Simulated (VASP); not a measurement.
# Co (P6_3/mmc) in VASP: further runs

Co is run at these levels: r2SCAN; tasks: single point.

Program: VASP 6.6.1. These are calculated values, not measurements. Logs are shortened: lines on timing, memory, paths and dates and some standing lists are left out, and cuts for length are marked.

### Step 1. The cell of the first run

The structure is hexagonal, space group P6_3/mmc (No. 194). The conventional cell has a = 2.472 Å, b = 2.472 Å, c = 4.016 Å, α = 90.00°, β = 90.00°, γ = 120.00°. Within 3.3 Å of Co (site symmetry -6m2) lie 12 Co at 2.46 to 2.47 Å.

### Step 2. Single point, r2SCAN, collinear spin, ferromagnetic start

File POSCAR:

```
Co
1.0
    2.4724009972      0.0000000000      0.0000000000
   -1.2362004986      2.1411620719      0.0000000000
    0.0000000000      0.0000000000      8.0326173625
Co
4
Direct
    0.3333333333      0.6666666667      0.1250000000
    0.6666666667      0.3333333333      0.3750000000
    0.3333333333      0.6666666667      0.6250000000
    0.6666666667      0.3333333333      0.8750000000
```

File INCAR.step1:

```
PREC = Accurate
ENCUT = 520
ISMEAR = 0
SIGMA = 0.05
LREAL = F
LASPH = T
NELM = 150
ISPIN = 2
MAGMOM = 1.5 1.5 1.5 1.5
LMAXMIX = 4
NBANDS = 30
GGA = PE
ALGO = Normal
EDIFF = 1E-4
LWAVE = T
LCHARG = F
```

File INCAR.step2:

```
PREC = Accurate
ENCUT = 520
EDIFF = 1E-7
ISMEAR = 0
SIGMA = 0.05
LREAL = F
LASPH = T
NELM = 150
ALGO = Normal
ISIF = 2
LWAVE = F
LCHARG = F
ISPIN = 2
MAGMOM = 1.5 1.5 1.5 1.5
LORBIT = 11
LMAXMIX = 4
METAGGA = R2SCAN
LMIXTAU = T
NBANDS = 30
ISTART = 1
```

File KPOINTS:

```
Automatic mesh
0
Gamma
  16 16 6
```

Potentials or basis: VASP PAW PBE potentials, release 64 (Co).

Run with:

```
$ cat potpaw_PBE.64/Co/POTCAR > POTCAR
$ cp INCAR.step1 INCAR
$ mpirun -np 1 vasp_std > vasp.out
$ cp INCAR.step2 INCAR
$ mpirun -np 1 vasp_std > vasp.out
```

OUTCAR:

```text
PREC = Accurate
   ENCUT = 520
   EDIFF = 1E-7
   ISMEAR = 0
   LREAL = F
   LASPH = T
   NELM = 150
   ISIF = 2
   ISPIN = 2
   LORBIT = 11
   METAGGA = R2SCAN
   ISTART = 1

 ion  position               nearest neighbor table
   1  0.333  0.667  0.125-   2 2.46   4 2.46   2 2.46   4 2.46   2 2.46   4 2.46
   2  0.667  0.333  0.375-   1 2.46   3 2.46   1 2.46   3 2.46   1 2.46   3 2.46
   3  0.333  0.667  0.625-   2 2.46   4 2.46   2 2.46   4 2.46   2 2.46   4 2.46
   4  0.667  0.333  0.875-   1 2.46   3 2.46   1 2.46   3 2.46   1 2.46   3 2.46

  LATTYP: Found a hexagonal cell.
 ALAT       =     2.4724009972
 C/A-ratio  =     3.2489136558

  Lattice vectors:

 A1 = (   2.4724009972,   0.0000000000,   0.0000000000)
 A2 = (  -1.2362004986,   2.1411620719,   0.0000000000)
 A3 = (   0.0000000000,   0.0000000000,   8.0326173625)

Analysis of symmetry for initial positions (statically):
=====================================================================
 Subroutine PRICEL returns following result:

  LATTYP: Found a hexagonal cell.
 ALAT       =     2.4724009972
 C/A-ratio  =     1.6244568279
[... 12 lines left out ...]
 Subroutine GETGRP returns: Found 24 space group operations
 (whereof 12 operations were pure point group operations)
 out of a pool of 24 trial point group operations.

The static configuration has the point symmetry D_3d.
 The point group associated with its full space group is D_6h.

Analysis of symmetry for dynamics (positions and initial velocities):
=====================================================================
 Subroutine PRICEL returns following result:

  LATTYP: Found a hexagonal cell.
 ALAT       =     2.4724009972
 C/A-ratio  =     1.6244568279
[... 12 lines left out ...]
 Subroutine GETGRP returns: Found 24 space group operations
 (whereof 12 operations were pure point group operations)
 out of a pool of 24 trial point group operations.

The dynamic configuration has the point symmetry D_3d.
 The point group associated with its full space group is D_6h.

Analysis of structural, dynamic, and magnetic symmetry:
=====================================================================
 Subroutine PRICEL returns following result:

  LATTYP: Found a hexagonal cell.
 ALAT       =     2.4724009972
 C/A-ratio  =     1.6244568279
[... 12 lines left out ...]
 Subroutine GETGRP returns: Found 24 space group operations
 (whereof 12 operations were pure point group operations)
 out of a pool of 24 trial point group operations.

The overall configuration has the point symmetry D_3d.
 The point group associated with its full space group is D_6h.

 Subroutine INISYM returns: Found 24 space group operations
 (whereof 12 operations are pure point group operations),
 and found     2 'primitive' translations

----------------------------------------------------------------------------------------

                                     Primitive cell

  volume of cell :      21.2616

  direct lattice vectors                    reciprocal lattice vectors
     2.472400997  0.000000000  0.000000000     0.404465134  0.233518054  0.000000000
    -1.236200499  2.141162072  0.000000000     0.000000000  0.467036108  0.000000000
     0.000000000  0.000000000  4.016308681     0.000000000  0.000000000  0.248984846

  length of vectors
     2.472400997  2.472400997  4.016308681     0.467036108  0.467036108  0.248984846

  position of ions in fractional coordinates (direct lattice)
     0.333333333  0.666666667  0.250000000
     0.666666667  0.333333333  0.750000000

  ion indices of the primitive-cell ions
   primitive index   ion index
                 1           1
                 2           2

----------------------------------------------------------------------------------------

 KPOINTS: Automatic mesh

Automatic generation of k-mesh.
 Grid dimensions read from file:
 generate k-points for:   16   16    6

 Generating k-lattice:

  Cartesian coordinates                     Fractional coordinates (reciprocal lattice)
     0.025279071  0.014594878  0.000000000     0.062500000 -0.000000000  0.000000000
     0.000000000  0.029189757  0.000000000     0.000000000  0.062500000  0.000000000
     0.000000000  0.000000000  0.020748737     0.000000000  0.000000000  0.166666667

  Length of vectors
     0.029189757  0.029189757  0.020748737

  Shift w.r.t. Gamma in fractional coordinates (k-lattice)
     0.000000000  0.000000000  0.000000000

 Subroutine IBZKPT returns following result:
 ===========================================

 Found    120 irreducible k-points:

 Following reciprocal coordinates:
            Coordinates               Weight
  0.000000  0.000000  0.000000      1.000000
  0.062500 -0.000000  0.000000      6.000000
  0.125000 -0.000000  0.000000      6.000000
  0.187500  0.000000  0.000000      6.000000
  0.250000 -0.000000  0.000000      6.000000
  0.312500  0.000000  0.000000      6.000000
[... 16 lines left out ...]
  0.187500  0.187500  0.000000      6.000000
  0.250000  0.187500  0.000000     12.000000
 [... further k-points ...]
   k-points           NKPTS =    120   k-points in BZ     NKDIM =    120   number of bands    NBANDS=     30
   number of dos      NEDOS =    301   number of ions     NIONS =      4
   total plane-waves  NPLWV =  19440
   dimension x,y,z NGX =    18 NGY =   18 NGZ =   60
   dimension x,y,z NGXF=    36 NGYF=   36 NGZF=  120
   ions per type =               4
   NGX,Y,Z   is equivalent  to a cutoff of  12.10, 12.10, 12.42 a.u.
   NGXF,Y,Z  is equivalent  to a cutoff of  24.21, 24.21, 24.84 a.u.
 SYSTEM =  unknown system
   PREC   = accura    normal or accurate (medium, high low for compatibility)
   ISTART =      1    job   : 0-new  1-cont  2-samecut
   ICHARG =      0    charge: 1-file 2-atom 10-const
   ISPIN  =      2    spin polarized calculation?
   LNONCOLLINEAR =      F non collinear calculations
   LSORBIT =      F    spin-orbit coupling
   LASPH  =      T    aspherical Exc in radial PAW
   ENCUT  =  520.0 eV  38.22 Ry    6.18 a.u.   4.60  4.60 14.94*2*pi/ulx,y,z
   NELM   =    150;   NELMIN=  2; NELMDL=  0     # of ELM steps
   EDIFF  = 0.1E-06   stopping-criterion for ELM
   LREAL  =      F    real-space projection
   EDIFFG = 0.1E-05   stopping-criterion for IOM
   NSW    =      0    number of steps for IOM
   IBRION =     -1    ionic relax: 0-MD 1-quasi-New 2-CG
   NFREE  =      0    steps in history (QN), initial steepest desc. (CG)
   ISIF   =      2    stress and relaxation
   ISYM   =      2    0-nonsym 1-usesym 2-fastsym
   POTIM  = 0.5000    time-step for ionic-motion
   TEBEG  =    0.0;   TEEND  =   0.0 temperature during run
   PSTRESS=    0.0 pullay stress
   NELECT =      36.0000    total number of electrons
   NUPDOWN=      -1.0000    fix difference up-down
   EMIN   =  10.00;   EMAX   =-10.00  energy-range for DOS
   EFERMI =   0.00;   METHOD = LEGACY
   ISMEAR =     0;   SIGMA  =   0.05  broadening in eV -4-tet -1-fermi 0-gaus
   EFERMI_NEDOS =   21; number of points for ismear=-14 and -15
   IALGO  =     38    algorithm
   IMIX   =      4    mixing-type and parameters
     AMIX     =   0.40;   BMIX     =  1.00
     AMIX_MAG =   1.60;   BMIX_MAG =  1.00
  volume/ion in A,a.u.               =      10.63        71.74
  Fermi-wavevector in a.u.,A,eV,Ry     =   1.548699  2.926618 32.633167  2.398470
  Thomas-Fermi vector in A             =   2.653612
   LORBIT       =     11    0 simple, 1 ext, 2 COOP (PROOUT), +10 PAW based schemes
   METAGGA = R2SCAN    functional components
   LHFCALC =     F    Hartree Fock is set to
   AEXX    =    0.0000 exact exchange contribution
   IVDW    =     0    specifies the selected vdW correction
   LEPSILON=     F    determine dielectric tensor
   LRPA    =     F    only Hartree local field effects (RPA)
 spin polarized calculation
 Gauss-broadening in eV      SIGMA  =   0.05
  energy-cutoff  :      520.00
  volume of cell :       42.52
 maximum number of plane-waves:      1168
   NGX =  9   NGY =  9   NGZ = 29

 number of electron      35.9999978 magnetization       7.0156061

 Free energy of the ion-electron system (eV)
  ---------------------------------------------------
  ext. energy  EPLUGINS =         0.00000000
  ---------------------------------------------------
  free energy    TOTEN  =       -52.82969580 eV

  energy without entropy =      -52.82563037  energy(sigma->0) =      -52.82766309

 E-fermi :  10.6059     XC(G=0): -14.8175

 val. band max:       10.6024588207   @ k =   0.3750   0.2500   0.0000
 cond. band min:      10.6077874169   @ k =   0.1250   0.0625   0.1667
 fundamental gap:      0.0053285962
 Fermi energy:        10.6059232865

 spin component 1

 k-point     1 :       0.0000    0.0000    0.0000
  band No.  band energies     occupation
      1       1.1436      1.00000
      2       3.4430      1.00000
      3       3.4430      1.00000
      4       4.7486      1.00000
      5       6.9569      1.00000
      6       6.9569      1.00000
[... 781 lines left out ...]
     29      22.3762      0.00000
     30      24.5098      0.00000

 [... further k-points ...]

 spin component 2

 k-point     1 :       0.0000    0.0000    0.0000
  band No.  band energies     occupation
      1       0.5646      1.00000
      2       3.0444      1.00000
      3       3.0444      1.00000
      4       5.9320      1.00000
      5       8.9286      1.00000
      6       8.9286      1.00000
[... 781 lines left out ...]
     29      23.0994      0.00000
     30      25.1965      0.00000

 [... further k-points ...]

------------------------ aborting loop because EDIFF is reached ----------------------------------------

  FORCE on cell =-STRESS in cart. coord.  units (eV):
  Direction    XX          YY          ZZ          XY          YZ          ZX
  --------------------------------------------------------------------------------------
  -------------------------------------------------------------------------------------
  Total        0.0382400      0.0382400     -0.0450356      0.0000000     -0.0000000      0.0000000
  in kB        1.4407981      1.4407981     -1.6968408      0.0000000     -0.0000000      0.0000000
  external PRESSURE =       0.3949184 kB  Pullay stress =       0.0000000 kB

 VOLUME and BASIS-vectors are now :
 -----------------------------------------------------------------------------
  energy-cutoff  :      520.00
  volume of cell :       42.52
      direct lattice vectors                 reciprocal lattice vectors
     2.472400997  0.000000000  0.000000000     0.404465134  0.233518054  0.000000000
    -1.236200499  2.141162072  0.000000000     0.000000000  0.467036108  0.000000000
     0.000000000  0.000000000  8.032617362     0.000000000  0.000000000  0.124492423

 POSITION                                       TOTAL-FORCE (eV/Angst)
 -----------------------------------------------------------------------------------
     -0.00000      1.42744      1.00408         0.000000     -0.000000     -0.000000
      1.23620      0.71372      3.01223        -0.000000      0.000000      0.000000
     -0.00000      1.42744      5.02039         0.000000     -0.000000     -0.000000
      1.23620      0.71372      7.02854        -0.000000      0.000000      0.000000
 -----------------------------------------------------------------------------------
    total drift:                               -0.000000     -0.000000     -0.000000

  FREE ENERGIE OF THE ION-ELECTRON SYSTEM (eV)
  ---------------------------------------------------
  free  energy   TOTEN  =       -52.8296958047 eV

  energy  without entropy=      -52.8256303728  energy(sigma->0) =      -52.82766309

 total charge

# of ion       s       p       d       tot
------------------------------------------
    1        0.520   0.579   7.237   8.336
    2        0.520   0.579   7.237   8.336
    3        0.520   0.579   7.237   8.336
    4        0.520   0.579   7.237   8.336
--------------------------------------------------
tot          2.079   2.315  28.949  33.343

 magnetization (x)

# of ion       s       p       d       tot
------------------------------------------
    1       -0.012  -0.084   1.910   1.814
    2       -0.012  -0.084   1.910   1.814
    3       -0.012  -0.084   1.910   1.814
    4       -0.012  -0.084   1.910   1.814
--------------------------------------------------
tot         -0.046  -0.338   7.639   7.255
```

It took 28 min on 1 thread of Intel Xeon 8259CL, shared host; peak memory 0.33 GiB.

What came out:

```
Free energy                                           : -52.8297 eV
Pressure                                              : 0.0 GPa
Net moment                                            : 7.02 μB per cell
Site moments                                          : Co +1.81 μB
Valence electrons inside the program's atomic spheres : Co 8.34
```

Levels at points of the mesh, in eV from the Fermi level:
Spin up:
```
           k point  band 19  band 20  band 21  band 22  band 23  band 24  band 25  band 26
(0.00, 0.00, 0.00)    -1.93    -1.93    -1.93    -1.62    -1.62    -0.29     6.29    15.40
(0.50, 0.00, 0.00)    -1.36    -1.30     0.94     1.46     1.46     3.16     7.32     7.32
(0.00, 0.00, 0.50)    -2.25    -2.25    -1.67    -1.67    -1.67    -1.67     9.53     9.53
(0.50, 0.00, 0.50)    -1.31    -1.31     0.68     0.68     2.77     2.77     8.30     8.30
```
Spin down:
```
           k point  band 10  band 11  band 12  band 13  band 14  band 15  band 16  band 17  band 18  band 19
(0.00, 0.00, 0.00)    -0.95    -0.95    -0.89    -0.89    -0.82    -0.50    -0.50     0.01     0.01     0.95
(0.50, 0.00, 0.00)    -1.02    -0.62     0.03     0.03     0.11     0.11     1.44     1.54     1.54     1.58
(0.00, 0.00, 0.50)    -1.00    -1.00    -1.00    -0.68    -0.68    -0.68    -0.68     0.38     0.38     0.38
(0.50, 0.00, 0.50)    -0.72    -0.71    -0.71     0.04     0.04     1.08     1.08     1.50     1.50     1.59
```

Caveat: the PAW data sets were made with another functional, which shifts forces and pressure a little.

### Step 3. Single point, r2SCAN, collinear spin, antiferromagnetic start

POSCAR is that of step 2.

File INCAR.step1:

```
SYSTEM = Co
PREC = Accurate
ENCUT = 520
ISMEAR = 0
SIGMA = 0.05
LREAL = .False.
LASPH = .True.
NELM = 150
ISPIN = 2
MAGMOM = 1.5 1.5 -1.5 -1.5
LMAXMIX = 4
NBANDS = 30
GGA = PE
ALGO = Normal
EDIFF = 1E-4
LWAVE = .True.
LCHARG = .False.
```

File INCAR.step2:

```
SYSTEM = Co
PREC = Accurate
ENCUT = 520
EDIFF = 1E-6
ISMEAR = 0
SIGMA = 0.05
LREAL = .False.
LASPH = .True.
NELM = 150
ALGO = Normal
ISIF = 2
LWAVE = .False.
LCHARG = .True.
ISPIN = 2
MAGMOM = 1.5 1.5 -1.5 -1.5
LORBIT = 11
LMAXMIX = 4
METAGGA = R2SCAN
LMIXTAU = .True.
LELF = .True.
LVHAR = .True.
NBANDS = 30
ISTART = 1
```

File KPOINTS:

```
regular mesh
0
Gamma
  16 16 6
  0 0 0
```

Potentials or basis: VASP PAW PBE potentials, release 64 (Co).

Run with:

```
$ cat potpaw_PBE.64/Co/POTCAR > POTCAR
$ cp INCAR.step1 INCAR
$ mpirun -np 1 vasp_std > vasp.out
$ cp INCAR.step2 INCAR
$ mpirun -np 1 vasp_std > vasp.out
```

Run time: 36 min. Hardware: 1 thread of Oxide Virtual Turin-like, shared host; peak memory 0.34 GiB.

Results (log left out):

```yaml
Free_energy: -52.1403 eV
Pressure: 1.2 GPa
Largest_force: 1.187 eV/Å
Band_gap_on_the_k_mesh: zero (filled and empty bands overlap)
Net_moment: 0.00 μB per cell
Site_moments: Co +1.78, -1.78 (each value once) μB
Valence_electrons_inside_the_program's_atomic_spheres: Co 8.34
```

Forces in eV/Å, atoms in the order of the input:
```
Co   0.000  0.000  1.187
Co   0.000  0.000 -1.187
Co   0.000  0.000  1.187
Co   0.000  0.000 -1.187
```

Stress tensor (GPa, compression positive):
```
-0.03  0.00  0.00
 0.00 -0.03  0.00
 0.00  0.00  3.62
```

Levels at points of the mesh, in eV from the Fermi level:
Spin up:
| k point | band 16 | band 17 | band 18 | band 19 | band 20 | band 21 |
| --- | --- | --- | --- | --- | --- | --- |
| (0.00, 0.00, 0.00) | -0.85 | -0.85 | -0.74 | -0.74 | -0.54 | 0.58 |
| (0.50, 0.00, 0.00) | -0.43 | -0.37 | 0.91 | 1.24 | 1.44 | 1.52 |
| (0.00, 0.00, 0.50) | -1.40 | -0.82 | -0.82 | -0.79 | -0.79 | 0.58 |
| (0.50, 0.00, 0.50) | -0.33 | -0.20 | 0.68 | 0.85 | 1.43 | 1.45 |
Spin down:
| k point | band 15 | band 16 | band 17 | band 18 | band 19 | band 20 | band 21 | band 22 |
| --- | --- | --- | --- | --- | --- | --- | --- | --- |
| (0.00, 0.00, 0.00) | -1.42 | -0.85 | -0.85 | -0.74 | -0.74 | -0.54 | 0.58 | 0.58 |
| (0.50, 0.00, 0.00) | -0.61 | -0.43 | -0.37 | 0.91 | 1.24 | 1.44 | 1.52 | 1.67 |
| (0.00, 0.00, 0.50) | -1.42 | -1.40 | -0.82 | -0.82 | -0.79 | -0.79 | 0.58 | 0.58 |
| (0.50, 0.00, 0.50) | -0.58 | -0.33 | -0.20 | 0.68 | 0.85 | 1.43 | 1.45 | 1.51 |

Caveat: the antiferromagnetic order is the one typed at the start, and another may lie lower; the PAW data sets were made with another functional, which shifts forces and pressure a little.
